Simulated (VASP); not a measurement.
# Sn4SeS3 (I4/mmm) in VASP: single point with PBE

Aim: the single point of Sn4SeS3 with PBE.

Everything below comes from runs of VASP 6.6.1. Logs are shortened: lines on timing, memory, paths and dates and some standing lists are left out, and cuts for length are marked.

## 1. The cell of the first run

The structure is tetragonal, space group I4/mmm (No. 139). The conventional cell has a = 5.957 Å, b = 5.957 Å, c = 11.914 Å, α = 90.00°, β = 90.00°, γ = 90.00°. Within 3.9 Å of Sn (site symmetry 4mm) lie 5 S at 2.98 Å and 1 Se at 2.98 Å. Within 3.9 Å of Sn (site symmetry mmm) lie 2 Se at 2.98 Å and 4 S at 2.98 Å. Within 3.9 Å of Se (site symmetry 4/mmm) lie 6 Sn at 2.98 Å. S (site symmetry 4/mmm) has 6 Sn at 2.98 Å within 3.9 Å. S (site symmetry -4m2) has 6 Sn at 2.98 Å within 3.9 Å.

## 2. Single point, PBE

INCAR reads:

```
ALGO = Normal
EDIFF = 1E-6
ENCUT = 520
GGA = PE
ISIF = 2
ISMEAR = 0
LASPH = T
LCHARG = F
LREAL = F
LWAVE = F
NBANDS = 50
NELM = 80
PREC = Accurate
SIGMA = 0.1
```

KPOINTS reads:

```
k-points
0
Gamma
  4 4 4
```

POSCAR reads:

```
Sn4SeS3
1.0
   -2.9783976900      2.9783976900      5.9567953900
    2.9783976900     -2.9783976900      5.9567953900
    2.9783976900      2.9783976900     -5.9567953900
Sn Se S
4 1 3
Direct
    0.7500000000      0.7500000000      0.0000000000
    0.2500000000      0.2500000000      0.0000000000
    0.5000000000      0.0000000000      0.5000000000
    0.0000000000      0.5000000000      0.5000000000
    0.0000000000      0.0000000000      0.0000000000
    0.5000000000      0.5000000000      0.0000000000
    0.2500000000      0.7500000000      0.5000000000
    0.7500000000      0.2500000000      0.5000000000
```

Potentials or basis: VASP PAW PBE potentials, release 64 (Sn_d, Se, S).

On the command line:

```sh
$ cat potpaw_PBE.64/Sn_d/POTCAR potpaw_PBE.64/Se/POTCAR potpaw_PBE.64/S/POTCAR > POTCAR
$ mpirun -np 1 vasp_std > vasp.out
```

OUTCAR:

```text
EDIFF = 1E-6
   ENCUT = 520
   GGA = PE
   ISIF = 2
   ISMEAR = 0
   LASPH = T
   LREAL = F
   NELM = 80
   PREC = Accurate

 ion  position               nearest neighbor table
   1  0.750  0.750  0.000-   7 2.98   8 2.98   8 2.98   7 2.98   5 2.98   6 2.98
   2  0.250  0.250  0.000-   7 2.98   8 2.98   7 2.98   8 2.98   5 2.98   6 2.98
   3  0.500  0.000  0.500-   5 2.98   6 2.98   6 2.98   5 2.98   7 2.98   8 2.98
   4  0.000  0.500  0.500-   5 2.98   6 2.98   5 2.98   6 2.98   7 2.98   8 2.98
   5  0.000  0.000  0.000-   3 2.98   4 2.98   4 2.98   3 2.98   1 2.98   2 2.98
   6  0.500  0.500  0.000-   3 2.98   4 2.98   3 2.98   4 2.98   1 2.98   2 2.98
   7  0.250  0.750  0.500-   1 2.98   2 2.98   2 2.98   1 2.98   3 2.98   4 2.98
   8  0.750  0.250  0.500-   1 2.98   2 2.98   1 2.98   2 2.98   3 2.98   4 2.98

  LATTYP: Found a body centered tetragonal cell.
 ALAT       =     5.9567953800
 C/A-ratio  =     2.0000000034

  Lattice vectors:

 A1 = (  -2.9783976900,   2.9783976900,   5.9567953900)
 A2 = (   2.9783976900,  -2.9783976900,   5.9567953900)
 A3 = (   2.9783976900,   2.9783976900,  -5.9567953900)

Analysis of symmetry for initial positions (statically):
=====================================================================
 Subroutine PRICEL returns:
 Original cell was already a primitive cell.

 Routine SETGRP: Setting up the symmetry group for a
 body centered tetragonal supercell.

 Subroutine GETGRP returns: Found 16 space group operations
 (whereof 16 operations were pure point group operations)
 out of a pool of 16 trial point group operations.

The static configuration has the point symmetry D_4h.

Analysis of symmetry for dynamics (positions and initial velocities):
=====================================================================
 Subroutine PRICEL returns:
 Original cell was already a primitive cell.

 Routine SETGRP: Setting up the symmetry group for a
 body centered tetragonal supercell.

 Subroutine GETGRP returns: Found 16 space group operations
 (whereof 16 operations were pure point group operations)
 out of a pool of 16 trial point group operations.

The dynamic configuration has the point symmetry D_4h.

 Subroutine INISYM returns: Found 16 space group operations
 (whereof 16 operations are pure point group operations),
 and found     1 'primitive' translations

----------------------------------------------------------------------------------------

                                     Primitive cell

  volume of cell :     211.3674

  direct lattice vectors                    reciprocal lattice vectors
    -2.978397690  2.978397690  5.956795390     0.000000000  0.167875500  0.083937750
     2.978397690 -2.978397690  5.956795390     0.167875500  0.000000000  0.083937750
     2.978397690  2.978397690 -5.956795390     0.167875500  0.167875500  0.000000000

  length of vectors
     7.295554600  7.295554600  7.295554600     0.187690514  0.187690514  0.237411808

  position of ions in fractional coordinates (direct lattice)
     0.750000000  0.750000000  0.000000000
     0.250000000  0.250000000  0.000000000
     0.500000000  0.000000000  0.500000000
     0.000000000  0.500000000  0.500000000
     0.000000000  0.000000000  0.000000000
     0.500000000  0.500000000  0.000000000
     0.250000000  0.750000000  0.500000000
     0.750000000  0.250000000  0.500000000

  ion indices of the primitive-cell ions
   primitive index   ion index
                 1           1
                 2           2
                 3           3
                 4           4
                 5           5
                 6           6
                 7           7
                 8           8

----------------------------------------------------------------------------------------

 KPOINTS: k-points

Automatic generation of k-mesh.
 Grid dimensions read from file:
 generate k-points for:    4    4    4

 Generating k-lattice:

  Cartesian coordinates                     Fractional coordinates (reciprocal lattice)
     0.000000000  0.041968875  0.020984437     0.250000000 -0.000000000  0.000000000
     0.041968875  0.000000000  0.020984437    -0.000000000  0.250000000  0.000000000
     0.041968875  0.041968875  0.000000000     0.000000000  0.000000000  0.250000000

  Length of vectors
     0.046922629  0.046922629  0.059352952

  Shift w.r.t. Gamma in fractional coordinates (k-lattice)
     0.000000000  0.000000000  0.000000000

 Subroutine IBZKPT returns following result:
 ===========================================

 Found     13 irreducible k-points:

 Following reciprocal coordinates:
            Coordinates               Weight
  0.000000  0.000000  0.000000      1.000000
  0.250000  0.000000 -0.000000      8.000000
  0.500000  0.000000 -0.000000      4.000000
  0.250000  0.250000 -0.000000      8.000000
  0.500000  0.250000 -0.000000     16.000000
 -0.250000  0.250000  0.000000      4.000000
  0.500000  0.500000 -0.000000      2.000000
  0.250000  0.250000  0.250000      2.000000
 -0.250000  0.250000  0.250000      4.000000
  0.500000  0.500000  0.250000      4.000000
 -0.250000  0.500000  0.250000      8.000000
 -0.250000 -0.250000  0.250000      2.000000
  0.500000  0.500000  0.500000      1.000000
   k-points           NKPTS =     13   k-points in BZ     NKDIM =     13   number of bands    NBANDS=     50
   number of dos      NEDOS =    301   number of ions     NIONS =      8
   total plane-waves  NPLWV = 157464
   dimension x,y,z NGX =    54 NGY =   54 NGZ =   54
   dimension x,y,z NGXF=   108 NGYF=  108 NGZF=  108
   ions per type =               4   1   3
   NGX,Y,Z   is equivalent  to a cutoff of  12.31, 12.31, 12.31 a.u.
   NGXF,Y,Z  is equivalent  to a cutoff of  24.61, 24.61, 24.61 a.u.
 SYSTEM =  unknown system
   PREC   = accura    normal or accurate (medium, high low for compatibility)
   ISTART =      0    job   : 0-new  1-cont  2-samecut
   ICHARG =      2    charge: 1-file 2-atom 10-const
   ISPIN  =      1    spin polarized calculation?
   LNONCOLLINEAR =      F non collinear calculations
   LSORBIT =      F    spin-orbit coupling
   LASPH  =      T    aspherical Exc in radial PAW
   ENCUT  =  520.0 eV  38.22 Ry    6.18 a.u.  13.56 13.56 13.56*2*pi/ulx,y,z
   NELM   =     80;   NELMIN=  2; NELMDL= -5     # of ELM steps
   EDIFF  = 0.1E-05   stopping-criterion for ELM
   LREAL  =      F    real-space projection
   EDIFFG = 0.1E-04   stopping-criterion for IOM
   NSW    =      0    number of steps for IOM
   IBRION =     -1    ionic relax: 0-MD 1-quasi-New 2-CG
   NFREE  =      0    steps in history (QN), initial steepest desc. (CG)
   ISIF   =      2    stress and relaxation
   ISYM   =      2    0-nonsym 1-usesym 2-fastsym
   POTIM  = 0.5000    time-step for ionic-motion
   TEBEG  =    0.0;   TEEND  =   0.0 temperature during run
   PSTRESS=    0.0 pullay stress
   NELECT =      80.0000    total number of electrons
   NUPDOWN=      -1.0000    fix difference up-down
   EMIN   =  10.00;   EMAX   =-10.00  energy-range for DOS
   EFERMI =   0.00;   METHOD = LEGACY
   ISMEAR =     0;   SIGMA  =   0.10  broadening in eV -4-tet -1-fermi 0-gaus
   EFERMI_NEDOS =   21; number of points for ismear=-14 and -15
   IALGO  =     38    algorithm
   IMIX   =      4    mixing-type and parameters
     AMIX     =   0.40;   BMIX     =  1.00
     AMIX_MAG =   1.60;   BMIX_MAG =  1.00
  volume/ion in A,a.u.               =      26.42       178.30
  Fermi-wavevector in a.u.,A,eV,Ry     =   1.184201  2.237816 19.079890  1.402332
  Thomas-Fermi vector in A             =   2.320420
   LORBIT       =      0    0 simple, 1 ext, 2 COOP (PROOUT), +10 PAW based schemes
   GGA     = PE    functional components
   LHFCALC =     F    Hartree Fock is set to
   AEXX    =    0.0000 exact exchange contribution
   IVDW    =     0    specifies the selected vdW correction
   LEPSILON=     F    determine dielectric tensor
   LRPA    =     F    only Hartree local field effects (RPA)
 non-spin polarized calculation
 Gauss-broadening in eV      SIGMA  =   0.10
  energy-cutoff  :      520.00
  volume of cell :      211.37
 maximum number of plane-waves:      5720
   NGX = 27   NGY = 27   NGZ = 27

 number of electron      80.0000008 magnetization

 Free energy of the ion-electron system (eV)
  ---------------------------------------------------
  ext. energy  EPLUGINS =         0.00000000
  ---------------------------------------------------
  free energy    TOTEN  =       -34.39942907 eV

  energy without entropy =      -34.39914228  energy(sigma->0) =      -34.39928567

 E-fermi :   5.9821     XC(G=0):  -9.5277

 val. band max:        5.8207692617   @ k =   0.5000   0.5000  -0.0000
 cond. band min:       6.1429168974   @ k =   0.5000   0.5000  -0.0000
 fundamental gap:      0.3221476357
 Fermi energy:         5.9820858783

 k-point     1 :       0.0000    0.0000    0.0000
  band No.  band energies     occupation
      1     -15.9310      2.00000
      2     -15.9207      2.00000
      3     -15.9206      2.00000
      4     -15.9197      2.00000
      5     -15.9111      2.00000
      6     -15.9094      2.00000
[... 42 lines left out ...]
     49      10.3585      0.00000
     50      10.3586      0.00000

 k-point     2 :       0.2500    0.0000   -0.0000
  band No.  band energies     occupation
      1     -15.9265      2.00000
      2     -15.9191      2.00000
      3     -15.9182      2.00000
      4     -15.9159      2.00000
      5     -15.9100      2.00000
      6     -15.9083      2.00000
[... 42 lines left out ...]
     49       9.6651      0.00000
     50       9.8525      0.00000

 k-point     3 :       0.5000    0.0000   -0.0000
  band No.  band energies     occupation
      1     -15.9205      2.00000
      2     -15.9156      2.00000
      3     -15.9142      2.00000
      4     -15.9118      2.00000
      5     -15.9104      2.00000
      6     -15.9098      2.00000
[... 519 lines left out ...]
     49       9.9906      0.00000
     50      10.4975      0.00000

 k-point    13 :       0.5000    0.5000    0.5000
  band No.  band energies     occupation
      1     -15.9339      2.00000
      2     -15.9277      2.00000
      3     -15.9178      2.00000
      4     -15.9165      2.00000
      5     -15.9165      2.00000
      6     -15.9136      2.00000
[... 42 lines left out ...]
     49      10.1466      0.00000
     50      10.1467      0.00000

------------------------ aborting loop because EDIFF is reached ----------------------------------------

  FORCE on cell =-STRESS in cart. coord.  units (eV):
  Direction    XX          YY          ZZ          XY          YZ          ZX
  --------------------------------------------------------------------------------------
  -------------------------------------------------------------------------------------
  Total       -1.6351817     -1.6351817     -2.4756504      0.0000000      0.0000000      0.0000000
  in kB      -12.3947722    -12.3947722    -18.7655738      0.0000000      0.0000000      0.0000000
  external PRESSURE =     -14.5183727 kB  Pullay stress =       0.0000000 kB

 VOLUME and BASIS-vectors are now :
 -----------------------------------------------------------------------------
  energy-cutoff  :      520.00
  volume of cell :      211.37
      direct lattice vectors                 reciprocal lattice vectors
    -2.978397690  2.978397690  5.956795390     0.000000000  0.167875500  0.083937750
     2.978397690 -2.978397690  5.956795390     0.167875500  0.000000000  0.083937750
     2.978397690  2.978397690 -5.956795390     0.167875500  0.167875500  0.000000000

 POSITION                                       TOTAL-FORCE (eV/Angst)
 -----------------------------------------------------------------------------------
      0.00000      0.00000      8.93519        -0.000000     -0.000000     -0.262896
      0.00000      0.00000      2.97840         0.000000      0.000000      0.262896
      0.00000      2.97840      0.00000        -0.000000     -0.000000      0.000000
      2.97840      0.00000      0.00000        -0.000000     -0.000000     -0.000000
      0.00000      0.00000      0.00000        -0.000000     -0.000000      0.000000
      0.00000      0.00000      5.95680        -0.000000     -0.000000     -0.000000
      2.97840     -0.00000      2.97840        -0.000000     -0.000000      0.000000
     -0.00000      2.97840      2.97840        -0.000000     -0.000000     -0.000000
 -----------------------------------------------------------------------------------
    total drift:                                0.000000     -0.000000      0.000000

  FREE ENERGIE OF THE ION-ELECTRON SYSTEM (eV)
  ---------------------------------------------------
  free  energy   TOTEN  =       -34.3994290684 eV

  energy  without entropy=      -34.3991422754  energy(sigma->0) =      -34.39928567
```

Wall time 6 min (1 thread of AMD EPYC 7R13, shared host); peak memory 0.43 GiB.

Results:

```
Free energy            : -34.3994 eV
Pressure               : -1.5 GPa
Largest force          : 0.263 eV/Å
Band gap on the k mesh : 0.32 eV, direct
```

Forces in eV/Å, atoms in the order of the input:
```
Sn   0.000  0.000 -0.263
Sn   0.000  0.000  0.263
Sn   0.000  0.000  0.000
Sn   0.000  0.000  0.000
Se   0.000  0.000  0.000
S    0.000  0.000  0.000
S    0.000  0.000  0.000
S    0.000  0.000  0.000
```

Levels at points of the mesh, in eV from the valence-band top:
| k point | band 38 | band 39 | band 40 | band 41 | band 42 | band 43 |
| --- | --- | --- | --- | --- | --- | --- |
| (0.00, 0.00, 0.00) | -2.40 | -1.16 | -1.00 | 1.57 | 1.57 | 3.13 |
| (0.50, 0.00, 0.00) | -1.23 | -1.16 | -0.99 | 1.32 | 1.36 | 1.47 |
| (0.50, 0.50, 0.00) | -0.65 | -0.06 | 0.00 | 0.32 | 0.39 | 1.00 |
| (0.50, 0.50, 0.50) | -3.09 | -1.83 | -1.75 | 1.88 | 2.00 | 3.13 |

Caveat: spin-orbit coupling is left out, which moves the levels of the heavy elements. A k mesh can miss the band edges.
